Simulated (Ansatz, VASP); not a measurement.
Ir3Cl in VASP and in Ansatz

```
CELL_PARAMETERS angstrom
3.93470 0.00000 0.00000
0.00000 3.93470 0.00000
0.00000 0.00000 3.93470
ATOMIC_POSITIONS crystal
Ir 0.00000 0.50000 0.50000
Ir 0.50000 0.00000 0.50000
Ir 0.50000 0.50000 0.00000
Cl 0.00000 0.00000 0.00000
```

Alike in both runs: task relaxation of cell and atoms; functional PBE; k mesh 12 × 12 × 12; occupations gaussian, width 0.1 eV; no spin polarisation.

|  | VASP | Ansatz |
| --- | --- | --- |
| version | VASP 6.6.1 | Ansatz 0.2.0 |
| potentials or method | VASP PAW PBE potentials, release 64 (Ir, Cl), cutoff 600 eV | scalar-relativistic, plane waves, PAW |
| valence electrons in the cell | 34 | 58 |

```tsv
	VASP	Ansatz	Ansatz less VASP
gap on the k mesh at the Fermi level, each at its own relaxed structure (eV)	none	none	-
relaxed volume (Å³/atom)	15.29	15.25	-0.036
relaxed length of the cell vector where the two differ most in proportion (Å)	3.940	3.937	-0.0031
```

A gap of «none» marks a metal or a gap that the smearing closes. VASP's potentials hold 34 valence electrons a cell and Ansatz's 58, so a difference there can come from the potentials and not from the codes.

Spin-orbit coupling is off throughout.
